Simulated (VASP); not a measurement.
KTaO3:

```
Ta K O
1.0
     3.90688    0.00000    0.00000
     0.00000    3.90688    0.00000
     0.00000    0.00000    3.90688
Ta K O
1 1 3
Direct
  0.00000 0.00000 0.00000
  0.50000 0.50000 0.50000
  0.00000 0.00000 0.50000
  0.00000 0.50000 0.00000
  0.50000 0.00000 0.00000
```

Base run:

* Program: VASP 6.6.1
* Functional: r2SCAN
* Potentials or basis: VASP PAW PBE potentials, release 64 (Ta_pv, K_sv, O)
* Cutoff: 520 eV
* k mesh: 7 × 7 × 7
* Occupations: fermi-dirac, width 0.05 eV
* Spin: no spin polarisation

Its results: band gap on the k mesh 2.82 eV, indirect (least direct gap 3.37 eV); pressure 16.5 GPa.

Problem. The run is repeated on the same cell with these changes: functional from r2SCAN to PBE. What comes out?

Solution. Band gap on the k mesh 2.37 eV, indirect (least direct gap 2.89 eV); pressure 21.4 GPa.

r2SCAN gives the wider gap, since meta-GGAs in the generalised Kohn-Sham scheme recover part of the derivative discontinuity.

Caveats: spin-orbit coupling is left out, which moves the levels of the heavy elements; the PAW data sets were made with another functional, which shifts forces and pressure a little (some runs).

A k mesh can miss the band edges.
